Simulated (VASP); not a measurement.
# BaTiO3 (R3m) in VASP: further runs, part 2 of 2

VASP 6.6.1. The steps go on from the part before.

**3. Relaxation of cell and atoms, r2SCAN+D3(BJ)**

File POSCAR:

```
BaTiO3
1.0
    2.8273666084      1.6323808724      2.3183934932
   -2.8273666084      1.6323808724      2.3183934932
    0.0000000000     -3.2647617449      2.3183934932
Ba Ti O
1 1 3
Direct
    0.0000000000      0.0000000000      0.0000000000
    0.4845000000      0.4845000000      0.4845000000
    0.5086000000      0.0175000000      0.5086000000
    0.0175000000      0.5086000000      0.5086000000
    0.5086000000      0.5086000000      0.0175000000
```

File INCAR.step1:

```
SYSTEM = BaTiO3
  PREC = Accurate
  ENCUT = 600
  ISMEAR = -1
  SIGMA = 0.05
  LREAL = .False.
  LASPH = .True.
  NELM = 60
  GGA = PE
  ALGO = Normal
  EDIFF = 1E-4
  LWAVE = .True.
  LCHARG = .False.
  LUSENCCL = .False.
```

File INCAR.step2:

```
SYSTEM = BaTiO3
  PREC = Accurate
  ENCUT = 600
  EDIFF = 1E-6
  ISMEAR = -1
  SIGMA = 0.05
  LREAL = .False.
  LASPH = .True.
  NELM = 60
  ALGO = Normal
  ISIF = 3
  LWAVE = .False.
  LCHARG = .False.
  METAGGA = R2SCAN
  LMIXTAU = .True.
  IVDW = 12
  VDW_S6 = 1.0
  VDW_S8 = 0.78981345
  VDW_A1 = 0.49484001
  VDW_A2 = 5.73083694
  IBRION = 2
  NSW = 60
  EDIFFG = -0.01
  ISTART = 1
  LUSENCCL = .False.
```

File KPOINTS:

```
Automatic mesh
0
Gamma
  7 7 7
  0 0 0
```

Potentials or basis: VASP PAW PBE potentials, release 64 (Ba_sv, Ti_sv, O).

The run is started by

```bash
$ cat potpaw_PBE.64/Ba_sv/POTCAR potpaw_PBE.64/Ti_sv/POTCAR potpaw_PBE.64/O/POTCAR > POTCAR
$ cp INCAR.step1 INCAR
$ mpirun -np 1 vasp_std > vasp.out
$ cp INCAR.step2 INCAR
$ mpirun -np 1 vasp_std > vasp.out
```

OUTCAR:

```text
SYSTEM = BaTiO3
   PREC = Accurate
   ENCUT = 600
   EDIFF = 1E-6
   ISMEAR = -1
   LREAL = .False.
   LASPH = .True.
   NELM = 60
   ISIF = 3
   METAGGA = R2SCAN
   IVDW = 12
   IBRION = 2
   NSW = 60
   EDIFFG = -0.01
   ISTART = 1
 IVDW          = 12

 ion  position               nearest neighbor table
   1  0.000  0.000  0.000-   5 2.79   4 2.79   3 2.79   4 2.83   3 2.83   4 2.83   3 2.83   5 2.83
                             5 2.83   5 2.89   4 2.89   3 2.89   2 3.37   2 3.43   2 3.43   2 3.43
   2  0.484  0.484  0.484-   3 1.87   4 1.87   5 1.87   3 2.14   4 2.14   5 2.14   1 3.37   1 3.43
                             1 3.43   1 3.43   1 3.50   1 3.50   1 3.50   1 3.59
   3  0.509  0.017  0.509-   2 1.87   2 2.14   1 2.79   1 2.83   1 2.83   1 2.89
   4  0.017  0.509  0.509-   2 1.87   2 2.14   1 2.79   1 2.83   1 2.83   1 2.89
   5  0.509  0.509  0.017-   2 1.87   2 2.14   1 2.79   1 2.83   1 2.83   1 2.89

  LATTYP: Found a trigonal (rhomboedric) cell.
 ALAT       =     4.0042000000
 COS(alpha) =     0.0028448828

  Lattice vectors:

 A1 = (   2.8273666084,   1.6323808724,   2.3183934932)
 A2 = (  -2.8273666084,   1.6323808724,   2.3183934932)
 A3 = (   0.0000000000,  -3.2647617449,   2.3183934932)

Analysis of symmetry for initial positions (statically):
=====================================================================
 Subroutine PRICEL returns:
 Original cell was already a primitive cell.

[... 157 lines left out ...]
   LRPA    =     F    only Hartree local field effects (RPA)
 conjugate gradient relaxation of ions
 non-spin polarized calculation
  energy-cutoff  :      600.00
  volume of cell :       64.20
 maximum number of plane-waves:      2170
   NGX = 15   NGY = 15   NGZ = 15

--------------------------------------- Ionic step        1  -------------------------------------------

 number of electron      39.9999996 magnetization

 Free energy of the ion-electron system (eV)
  ---------------------------------------------------
  ext. energy  EPLUGINS =         0.00000000
  ---------------------------------------------------
  free energy    TOTEN  =       -74.26228667 eV

  energy without entropy =      -74.26228667  energy(sigma->0) =      -74.26228667

------------------------ aborting loop because EDIFF is reached ----------------------------------------

 Edisp (eV)   -0.63387

 E8    (eV) :    -0.2328
[... 163 lines left out ...]
--------------------------------------- Ionic step        5  -------------------------------------------

 number of electron      39.9999995 magnetization

 Free energy of the ion-electron system (eV)
  ---------------------------------------------------
  ext. energy  EPLUGINS =         0.00000000
  ---------------------------------------------------
  free energy    TOTEN  =       -74.27486253 eV

  energy without entropy =      -74.27486253  energy(sigma->0) =      -74.27486253

 E-fermi :   4.4027     XC(G=0): -11.8428

 val. band max:        3.3373464501   @ k =   0.4286   0.4286   0.4286
 cond. band min:       6.0700854121   @ k =   0.0000   0.0000   0.0000
 fundamental gap:      2.7327389620
 Fermi energy:         4.4027431675

 k-point     1 :       0.0000    0.0000    0.0000
  band No.  band energies     occupation
      1     -55.2035      2.00000
      2     -30.3942      2.00000
      3     -30.3942      2.00000
      4     -30.3937      2.00000
      5     -22.0860      2.00000
      6     -14.3863      2.00000
[... 637 lines left out ...]
     23       7.6532      0.00000
     24       9.2115      0.00000

 [... further k-points ...]

------------------------ aborting loop because EDIFF is reached ----------------------------------------

 Edisp (eV)   -0.62786

 E8    (eV) :    -0.2305
[... 28 lines left out ...]
  FREE ENERGIE OF THE ION-ELECTRON SYSTEM (eV)
  ---------------------------------------------------
  free  energy   TOTEN  =       -74.9027191642 eV

  energy  without entropy=      -74.9027191641  energy(sigma->0) =      -74.90271916

 reached required accuracy - stopping structural energy minimisation
```

OUTCAR.step1:

```text
SYSTEM = BaTiO3
   PREC = Accurate
   ENCUT = 600
   ISMEAR = -1
   LREAL = .False.
   LASPH = .True.
[... 882 lines left out ...]
      1.38852     -0.80166      2.39884         0.129762     -0.074918     -0.029583
     -1.38852     -0.80166      2.39884        -0.129762     -0.074918     -0.029583
      0.00000      1.60332      2.39884        -0.000000      0.149837     -0.029583
 -----------------------------------------------------------------------------------
    total drift:                               -0.000000     -0.000001      0.004930

  FREE ENERGIE OF THE ION-ELECTRON SYSTEM (eV)
  ---------------------------------------------------
  free  energy   TOTEN  =       -39.9977319017 eV

  energy  without entropy=      -39.9977319016  energy(sigma->0) =      -39.99773190
```

It took 6.5 min on 1 × NVIDIA H100 80GB with 1 thread of AMD EPYC 7R13 (Zen 3), shared host; peak memory 1.3 GiB.

Results:

* Free energy: -74.9027 eV
* Relaxed volume: 12.96 Å³/atom
* Relaxed cell: a = 4.016 Å, b = 4.016 Å, c = 4.016 Å, α = 89.85°, β = 89.85°, γ = 89.85°
* Space group after relaxing (to 0.1 Å): R3m (No. 160)
* Energy gained by relaxing: 1.3 meV/atom
* Ionic steps: 5
* Pressure after relaxing: 0.0 GPa
* Largest force after relaxing: 0.007 eV/Å
* Band gap on the k mesh: 2.73 eV (least direct gap 3.06 eV)
* Dispersion energy per atom: -0.126 eV

Forces on the atoms (eV/Å):
```
Ba   0.000  0.000  0.001
Ti   0.000  0.000 -0.007
O    0.006 -0.003  0.002
O   -0.006 -0.003  0.002
O    0.000  0.006  0.002
```

Step by step:
| step | energy change (eV) | largest force (eV/Å) | pressure (GPa) | volume (Å³) |
| --- | --- | --- | --- | --- |
| 1 | 0.0000 | 0.2555 | 2.14 | 64.20 |
| 2 | 0.0033 | 0.1492 | -2.82 | 65.80 |
| 3 | -0.0059 | 0.0870 | -0.12 | 64.90 |
| 4 | -0.0064 | 0.0464 | -0.09 | 64.85 |
| 5 | -0.0066 | 0.0068 | 0.02 | 64.79 |

Final structure:
```xyz
5
Lattice="2.8363 1.6376 2.3250 -2.8363 1.6376 2.3250 0.0000 -3.2751 2.3250" Properties=species:S:1:pos:R:3 pbc="T T T"
Ba    0.0000    0.0000    6.9639
Ti    0.0000    0.0000    3.3921
O     1.3951   -0.8054    2.4052
O    -1.3951   -0.8054    2.4052
O     0.0000    1.6109    2.4052
```

Caveat: the PAW data sets were made with another functional, which shifts forces and pressure a little; spin-orbit coupling is left out, which moves the levels of the heavy elements; an odd mesh through Γ misses points on the zone boundary, where band edges can lie. r2SCAN opens gaps a little over a GGA but as a rule still falls short of measured ones.

**4. Single point, r2SCAN+D3(BJ)**

File POSCAR:

```
BaTiO3
1.0
    2.8282727173      1.6329040147      2.3194250915
   -2.8282727173      1.6329040147      2.3194250915
    0.0000000000     -3.2658080294      2.3194250915
Ba Ti O
1 1 3
Direct
   -0.0023600586     -0.0023600586     -0.0023600586
    0.4850781962      0.4850781962      0.4850781962
    0.5094362571      0.0176093483      0.5094362571
    0.0176093483      0.5094362571      0.5094362571
    0.5094362571      0.5094362571      0.0176093483
```

File INCAR.step1:

```
SYSTEM = BaTiO3
PREC = Accurate
ENCUT = 910
ISMEAR = -1
SIGMA = 0.05
LREAL = .FALSE.
LASPH = .TRUE.
NELM = 120
NBANDS = 28
GGA = PE
ALGO = Normal
EDIFF = 1E-5
LWAVE = .TRUE.
LCHARG = .FALSE.
GGA_COMPAT = .FALSE.
```

File INCAR.step2:

```
SYSTEM = BaTiO3
PREC = Accurate
ENCUT = 910
EDIFF = 1E-6
ISMEAR = -1
SIGMA = 0.05
LREAL = .FALSE.
LASPH = .TRUE.
NELM = 120
ALGO = Normal
ISIF = 2
LWAVE = .FALSE.
LCHARG = .FALSE.
METAGGA = R2SCAN
LMIXTAU = .TRUE.
IVDW = 12
VDW_S6 = 1.0
VDW_S8 = 0.78981345
VDW_A1 = 0.49484001
VDW_A2 = 5.73083694
NBANDS = 28
ISTART = 1
GGA_COMPAT = .FALSE.
```

File KPOINTS:

```
Automatic mesh
0
G
  7 7 7
  0 0 0
```

Potentials or basis: VASP PAW PBE potentials, release 64 (Ba_sv, Ti_sv, O_h).

The run is started by

```bash
$ cat potpaw_PBE.64/Ba_sv/POTCAR potpaw_PBE.64/Ti_sv/POTCAR potpaw_PBE.64/O_h/POTCAR > POTCAR
$ cp INCAR.step1 INCAR
$ mpirun -np 1 vasp_std > vasp.out
$ cp INCAR.step2 INCAR
$ mpirun -np 1 vasp_std > vasp.out
```

Wall time 7.8 min (1 thread of Intel Xeon Platinum 8259CL at 2.50GHz (Skylake/Cascade Lake), shared host); peak memory 0.39 GiB.

Results (log left out):

```yaml
Free_energy: -74.9269 eV
Pressure: 1.7 GPa
Largest_force: 0.127 eV/Å
Band_gap_on_the_k_mesh: 2.83 eV (least direct gap 3.18 eV)
Dispersion_energy_per_atom: -0.127 eV
```

Forces in eV/Å, atoms in the order of the input:
```
Ba   0.000  0.000  0.032
Ti   0.000  0.000  0.127
O    0.047 -0.027 -0.053
O   -0.047 -0.027 -0.053
O    0.000  0.054 -0.053
```

Stress tensor (GPa, compression positive):
```
1.77 0.00 0.00
0.00 1.77 0.00
0.00 0.00 1.66
```

Levels at points of the mesh, in eV from the valence-band top:
| k point | band 16 | band 17 | band 18 | band 19 | band 20 | band 21 | band 22 | band 23 | band 24 | band 25 |
| --- | --- | --- | --- | --- | --- | --- | --- | --- | --- | --- |
| (0.00, 0.00, 0.00) | -1.27 | -1.03 | -0.46 | -0.34 | -0.34 | 2.84 | 2.84 | 2.97 | 4.85 | 4.85 |

Caveat: the cutoff is under 1.25 times the usual one of these potentials, so pressure, stress and relaxed cells hold a basis-set (Pulay) error; the PAW data sets were made with another functional, which shifts forces and pressure a little; spin-orbit coupling is left out, which moves the levels of the heavy elements; an odd mesh through Γ misses points on the zone boundary, where band edges can lie.

**5. Single point, PBE**

File INCAR:

```
SYSTEM = BaTiO3
PREC = Accurate ; ENCUT = 520
EDIFF = 1E-6 ; ISMEAR = -1
SIGMA = 0.03 ; LREAL = .FALSE.
LASPH = .TRUE. ; NELM = 60
ALGO = Normal ; ISIF = 2
LWAVE = .FALSE. ; LCHARG = .FALSE.
GGA = PE ; NBANDS = 28
```

File KPOINTS:

```
regular mesh
0
G
  4 4 4
  0 0 0
```

File POSCAR:

```
BaTiO3
1.0
    2.8273666084      1.6323808724      2.3183934932
   -2.8273666084      1.6323808724      2.3183934932
    0.0000000000     -3.2647617449      2.3183934932
Ba Ti O
1 1 3
Direct
    0.0000000000      0.0000000000      0.0000000000
    0.4845000000      0.4845000000      0.4845000000
    0.5086000000      0.0175000000      0.5086000000
    0.0175000000      0.5086000000      0.5086000000
    0.5086000000      0.5086000000      0.0175000000
```

Potentials or basis: VASP PAW PBE potentials, release 64 (Ba_sv, Ti_sv, O).

The run is started by

```bash
$ cat potpaw_PBE.64/Ba_sv/POTCAR potpaw_PBE.64/Ti_sv/POTCAR potpaw_PBE.64/O/POTCAR > POTCAR
$ mpirun -np 1 vasp_std > vasp.out
```

It took 22 s on 1 thread of Intel Xeon Platinum 8259CL at 2.50GHz (Skylake/Cascade Lake), shared host; peak memory 0.18 GiB.

The run converged. Its results:

| Item | Value |
| --- | --- |
| Free energy | -39.9872 eV |
| Pressure | 6.8 GPa |
| Largest force | 0.159 eV/Å |
| Band gap on the k mesh | 2.38 eV (least direct gap 2.78 eV) |

Forces in eV/Å, atoms in the order of the input:
```
Ba   0.000  0.000 -0.121
Ti   0.000  0.000  0.147
O    0.137 -0.079 -0.009
O   -0.137 -0.079 -0.009
O    0.000  0.158 -0.009
```

Stress tensor (GPa, compression positive):
```
6.93 0.00 0.00
0.00 6.93 0.00
0.00 0.00 6.66
```

Levels at points of the mesh, in eV from the valence-band top:
```csv
k point,band 18,band 19,band 20,band 21,band 22,band 23
"(0.00, 0.00, 0.00)",-0.53,-0.40,-0.40,2.38,2.38,2.52
"(0.50, 0.00, 0.00)",-1.63,-0.96,-0.83,2.55,3.78,3.88
"(0.50, 0.50, 0.00)",-0.89,-0.85,-0.09,3.86,3.86,4.20
"(0.50, 0.50, 0.50)",-0.02,-0.02,0.00,4.33,4.48,4.48
```

Caveat: the cell stands under pressure; spin-orbit coupling is left out, which moves the levels of the heavy elements.

**6. Single point, LDA (12.07 Å³/atom)**

This run uses another cell than the first one, of 12.07 Å³/atom.

File INCAR:

```
SYSTEM = BaTiO3
  ALGO = Normal
  EDIFF = 1E-6
  ENCUT = 520
  GGA = CA
  ISIF = 2
  ISMEAR = -1
  LASPH = .TRUE.
  LCHARG = .FALSE.
  LREAL = .FALSE.
  LWAVE = .FALSE.
  NBANDS = 28
  NELM = 60
  PREC = Accurate
  SIGMA = 0.05
```

File KPOINTS:

```
k-points
0
G
  7 7 7
  0 0 0
```

POSCAR: that of step 5 with these lines changed.

```diff
@@ -2,5 +2,5 @@
 1.0
-    2.8273666084      1.6323808724      2.3183934932
-   -2.8273666084      1.6323808724      2.3183934932
-    0.0000000000     -3.2647617449      2.3183934932
+    2.7696490538      1.5990576267      2.2710660605
+   -2.7696490538      1.5990576267      2.2710660605
+    0.0000000000     -3.1981152536      2.2710660605
 Ba Ti O
```

Potentials or basis: VASP PAW LDA potentials, release 64 (Ba_sv, Ti_sv, O).

The run is started by

```bash
$ cat potpaw_LDA.64/Ba_sv/POTCAR potpaw_LDA.64/Ti_sv/POTCAR potpaw_LDA.64/O/POTCAR > POTCAR
$ mpirun -np 1 vasp_std > vasp.out
```

Run time: 97 s. Hardware: 1 thread of Intel Xeon 8259CL, shared host; peak memory 0.2 GiB.

The run converged. Its results:

```
Free energy            : -44.0911 eV
Pressure               : 8.2 GPa
Largest force          : 0.801 eV/Å
Band gap on the k mesh : 2.51 eV (least direct gap 2.78 eV)
```

Forces on the atoms (eV/Å):
```
Ba   0.000  0.000 -0.123
Ti   0.000  0.000  0.801
O    0.427 -0.246 -0.226
O   -0.427 -0.246 -0.226
O    0.000  0.493 -0.226
```

Stress tensor (GPa, compression positive):
```
8.53 0.00 0.00
0.00 8.53 0.00
0.00 0.00 7.57
```

Levels at points of the mesh, in eV from the valence-band top:
```csv
k point,band 16,band 17,band 18,band 19,band 20,band 21,band 22,band 23,band 24,band 25
"(0.00, 0.00, 0.00)",-1.38,-1.12,-0.45,-0.27,-0.27,2.51,2.51,2.68,4.97,4.97
```

Caveat: the cell stands under pressure; spin-orbit coupling is left out, which moves the levels of the heavy elements; an odd mesh through Γ misses points on the zone boundary, where band edges can lie.

**7. Overview**

| task | level | potentials or basis | U | cell | k mesh | cutoff (eV) | smearing | gap on the mesh (eV) | pressure (GPa) | largest force (eV/Å) |
| --- | --- | --- | --- | --- | --- | --- | --- | --- | --- | --- |
| single point | PBEsol+U | VASP PAW PBE potentials, release 64 (Ba_sv, Ti_sv, O_h) | Ti d U = 6.0 eV | a = 4.004 Å, angles 89.8°, 5 atoms, atomic positions A | 6 × 6 × 6 | 910 | fermi-dirac 0.05 eV | 2.99 | 5.7 | 1.70 |
| relaxation of cell and atoms | r2SCAN+D3(BJ) | VASP PAW PBE potentials, release 64 (Ba_sv, Ti_sv, O) | - | relaxed from a = 4.004 Å, angles 89.8°, 5 atoms, atomic positions A | 7 × 7 × 7 | 600 | fermi-dirac 0.05 eV | 2.73 | 0.0 | 0.01 |
| single point | r2SCAN+D3(BJ) | VASP PAW PBE potentials, release 64 (Ba_sv, Ti_sv, O_h) | - | a = 4.006 Å, angles 89.8°, 5 atoms, atomic positions B | 7 × 7 × 7 | 910 | fermi-dirac 0.05 eV | 2.83 | 1.7 | 0.13 |
| single point | PBE | VASP PAW PBE potentials, release 64 (Ba_sv, Ti_sv, O) | - | a = 4.004 Å, angles 89.8°, 5 atoms, atomic positions A | 4 × 4 × 4 | 520 | fermi-dirac 0.03 eV | 2.38 | 6.8 | 0.16 |
| single point | LDA | VASP PAW LDA potentials, release 64 (Ba_sv, Ti_sv, O) | - | a = 3.922 Å, angles 89.8°, 5 atoms, atomic positions A | 7 × 7 × 7 | 520 | fermi-dirac 0.05 eV | 2.51 | 8.2 | 0.80 |

Alike in all rows: no spin polarisation.

Caveats: spin-orbit coupling is left out, which moves the levels of the heavy elements; the cell stands under pressure (at least some runs); the PAW data sets were made with another functional, which shifts forces and pressure a little (at least some runs); an odd mesh through Γ misses points on the zone boundary, where band edges can lie (at least some runs); the cutoff is under 1.25 times the usual one of these potentials, so pressure, stress and relaxed cells hold a basis-set (Pulay) error (at least some runs).

Total energies depend on the potentials used, so only differences within one code and one set of settings carry meaning.
